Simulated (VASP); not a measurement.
A run of VASP 6.6.1 is set up as follows.

INCAR

```
SYSTEM = Cd2C
PREC     = Accurate       ! precision mode
ENCUT    = 520            ! plane-wave cutoff, eV
EDIFF    = 1E-6           ! SCF threshold, eV
ISMEAR   = 0              ! smearing method
SIGMA    = 0.2            ! smearing width, eV
LREAL    = .FALSE.        ! projectors in reciprocal space
LASPH    = .TRUE.         ! aspherical terms in the spheres
NELM     = 100            ! most SCF steps
ALGO     = Normal         ! electronic algorithm
ISIF     = 2              ! what is computed and relaxed
LWAVE    = .FALSE.        ! write WAVECAR
LCHARG   = .FALSE.        ! write CHGCAR
GGA      = PE             ! functional
NBANDS   = 21             ! bands
```

KPOINTS

```
regular mesh
0
G
  10 10 10
  0 0 0
```

File POSCAR:

```
Cd2C
1.0
    0.0000000000      2.9436491030      2.9436491030
    2.9436491030      0.0000000000      2.9436491030
    2.9436491030      2.9436491030      0.0000000000
C Cd
1 2
Direct
    0.0000000000      0.0000000000      0.0000000000
    0.2500000000      0.2500000000      0.2500000000
    0.7500000000      0.7500000000      0.7500000000
```

Potentials or basis: VASP PAW PBE potentials, release 64 (C, Cd).

Run with:

```bash
$ cat potpaw_PBE.64/C/POTCAR potpaw_PBE.64/Cd/POTCAR > POTCAR
$ mpirun -np 1 vasp_std > vasp.out
```

(1) What does it give for the pressure?

(2) Predict the band gap on the k mesh.

## Answers

(1) 0.7 GPa.

(2) zero (bands 14 and 15 overlap by 0.54 eV).
